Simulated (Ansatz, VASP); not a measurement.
One calculation of ZnS, two programs

Contents of POSCAR:

```
ZnS
1.0
    4.1112594871      0.0000000000      0.0000000000
   -2.0556297435      3.5604551574      0.0000000000
    0.0000000000      0.0000000000      5.9959057460
Zn S
2 2
Direct
    0.3333333333      0.6666666667      0.0053880710
    0.6666666667      0.3333333333      0.5053880710
    0.3333333333      0.6666666667      0.3796119290
    0.6666666667      0.3333333333      0.8796119290
```

The input INCAR.step1:

```
SYSTEM = ZnS
PREC = Accurate ; ENCUT = 520
ISMEAR = 0 ; SIGMA = 0.05
LREAL = .FALSE. ; LASPH = .TRUE.
NELM = 60 ; NBANDS = 26
GGA = PE ; ALGO = Normal
EDIFF = 1E-4 ; LWAVE = .TRUE.
LCHARG = .FALSE.
```

File INCAR.step2:

```
SYSTEM = ZnS
PREC = Accurate ; ENCUT = 520
EDIFF = 1E-6 ; ISMEAR = 0
SIGMA = 0.05 ; LREAL = .FALSE.
LASPH = .TRUE. ; NELM = 60
ALGO = Normal ; ISIF = 2
LWAVE = .FALSE. ; LCHARG = .TRUE.
METAGGA = R2SCAN ; LMIXTAU = .TRUE.
LELF = .TRUE. ; LVHAR = .TRUE.
NBANDS = 26 ; ISTART = 1
```

KPOINTS

```
Automatic mesh
0
G
  6 6 4
  0 0 0
```

Input for Ansatz:

```yaml
crystal:
  lattice:
    - [4.1112594871, 0.0, 0.0]
    - [-2.0556297435, 3.5604551574, 0.0]
    - [0.0, 0.0, 5.995905746]
  atoms:
    - { symbol: Zn, position: [0.3333333333, 0.6666666667, 0.005388071] }
    - { symbol: Zn, position: [0.6666666667, 0.3333333333, 0.505388071] }
    - { symbol: S, position: [0.3333333333, 0.6666666667, 0.379611929] }
    - { symbol: S, position: [0.6666666667, 0.3333333333, 0.879611929] }
basis:
  ecutwfc: 500
kpoints:
  mp_grid: { grid: [6, 6, 4] }
hamiltonian:
  xc: r2scan
scf:
  occupations: { method: gaussian, width: 0.05 }
output:
  forces: true
  stress: true
  eigenvalues: true
```

Change from the starting cell: strain +0.080 along x and y, -0.040 along z, atoms carried along.

Alike in both runs: task single point; functional r2SCAN; k mesh 6 × 6 × 4; occupations gaussian, width 0.05 eV; no spin polarisation.

|  | VASP | Ansatz |
| --- | --- | --- |
| version | VASP 6.6.1 | Ansatz 0.2.0 |
| potentials or method | VASP PAW PBE potentials, release 64 (Zn, S), cutoff 520 eV | scalar-relativistic, plane waves, PAW |
| valence electrons in the cell | 36 | 36 |

```tsv
	VASP	Ansatz	Ansatz less VASP
gap on the k mesh at the Fermi level (eV)	2.24	2.25	+0.003
least direct gap on the mesh (eV)	2.24	2.25	+0.003
pressure (GPa)	-5.3	-5.4	-0.04
traceless stress, the component that is largest in VASP (GPa)	8.89	8.80	-0.085
rms of the force components (eV/Å)	0.395	0.391	-0.0037
```

VASP's potentials were made for PBE, not for r2SCAN. Atom by atom the forces differ by 0.004 eV/Å (rms over components). The functional is the same, so the differences come from potentials, cutoffs and numerics.
